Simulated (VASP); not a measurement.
SiC: single point with r2SCAN

The system is SiC.

```
Si C
1.0
     3.07534    0.00000    0.00000
    -1.53767    2.66332    0.00000
     0.00000    0.00000    5.04822
Si C
2 2
Direct
  0.33333 0.66667 0.00460
  0.66667 0.33333 0.50460
  0.33333 0.66667 0.38040
  0.66667 0.33333 0.88040
```

```yaml
Program: VASP 6.6.1
Task: single point
Functional: r2SCAN
Potentials_or_basis: VASP PAW PBE potentials, release 64 (Si, C)
Cutoff: 520 eV
k_mesh: 8 × 8 × 6
Occupations: gaussian, width 0.01 eV
Spin: no spin polarisation
Dipole_correction: no
Further_INCAR_settings: ALGO = Normal; EDIFF = 1e-06; NBANDS = 16
```

| Quantity | Value |
| --- | --- |
| Pressure | -0.2 GPa |
| Band gap on the k mesh | 2.92 eV, indirect (least direct gap 4.48 eV) |

Levels at points of the mesh, in eV from the valence-band top:
| k point | band 6 | band 7 | band 8 | band 9 | band 10 | band 11 |
| --- | --- | --- | --- | --- | --- | --- |
| (0.00, 0.00, 0.00) | -0.11 | 0.00 | 0.00 | 5.38 | 6.77 | 7.19 |
| (0.50, 0.00, 0.00) | -3.48 | -3.36 | -1.26 | 3.23 | 4.66 | 7.47 |
| (0.00, 0.00, 0.50) | -0.75 | -0.75 | -0.75 | 6.50 | 6.50 | 7.89 |
| (0.50, 0.00, 0.50) | -2.56 | -2.44 | -2.44 | 3.72 | 3.72 | 5.79 |

Wall time 40 s on 1 thread of Intel(R) Xeon(R) Platinum 8559C (Emerald Rapids), on a shared host, peak memory 0.16 GiB.

Caveat: the PAW data sets were made with another functional, which shifts forces and pressure a little. A k mesh can miss the band edges.
